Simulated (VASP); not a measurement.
Input of a VASP 6.6.1 run:

File INCAR:

```
  PREC = Accurate
  ENCUT = 520
  EDIFF = 1E-6
  ISMEAR = -1
  SIGMA = 0.01
  LREAL = False
  LASPH = True
  NELM = 100
  ALGO = Normal
  ISIF = 2
  LWAVE = False
  LCHARG = True
  GGA = CA
  LELF = True
  LVHAR = True
  NBANDS = 15
```

KPOINTS

```
regular mesh
0
Gamma
  7 7 7
```

File POSCAR:

```
BaS
1.0
    0.0319375000      3.2097187500      3.2097187500
    3.2097187500      0.0319375000      3.2097187500
    3.2097187500      3.2097187500      0.0319375000
Ba S
1 1
Direct
    0.0000000000      0.0000000000      0.0000000000
    0.5000000000      0.5000000000      0.5000000000
```

Potentials or basis: VASP PAW LDA potentials, release 64 (Ba_sv, S).

Command:

```sh
$ cat potpaw_LDA.64/Ba_sv/POTCAR potpaw_LDA.64/S/POTCAR > POTCAR
$ mpirun -np 1 vasp_std > vasp.out
```

Problem. Predict the band gap on the k mesh.

Solution. 1.95 eV, indirect (least direct gap 2.10 eV).

Problem. Predict the pressure.

Solution. -1.8 GPa.

Stress tensor (GPa, compression positive):
```
-1.85 -0.20 -0.20
-0.20 -1.85 -0.20
-0.20 -0.20 -1.85
```

Caveat: the cell differs from its parent crystal (equal xy, yz and zx shear strains of +1 %); spin-orbit coupling is left out, which moves the levels of the heavy elements. A k mesh can miss the band edges.
